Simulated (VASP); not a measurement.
Runs of VASP 6.6.1 on HgPd (Potarite). The structure is that of space group P4/mmm (No. 123), or close to it. The cells are those of the table. 

```tsv
cell	gap on the mesh (eV)	pressure (GPa)
a = 3.066, b = 3.066, c = 3.751 Å, 2 atoms	none	-8.2
a = 3.095, b = 3.095, c = 3.786 Å, 2 atoms	none	-11.2
a = 2.975, b = 2.975, c = 3.639 Å, 2 atoms	none	(b)
a = 3.006, b = 3.006, c = 3.677 Å, 2 atoms	none	0.0
a = 3.036, b = 3.036, c = 3.714 Å, 2 atoms	none	(a)
```

Alike in all rows: task single point; level LDA; potentials or basis VASP PAW LDA potentials, release 64 (Hg, Pd); no spin polarisation; k mesh 8 × 8 × 6; cutoff (eV) 520; smearing methfessel-paxton 0.1 eV.

**Question.** Estimate the missing entries.

**Answer.** (a) -4.5; (b) 5.6.

Caveats: spin-orbit coupling is left out, which moves the levels of the heavy elements.

A k mesh can miss the band edges, and the runs leave out spin-orbit coupling on Hg, Pd.

A gap of «none» marks levels without a gap at the run's occupations.
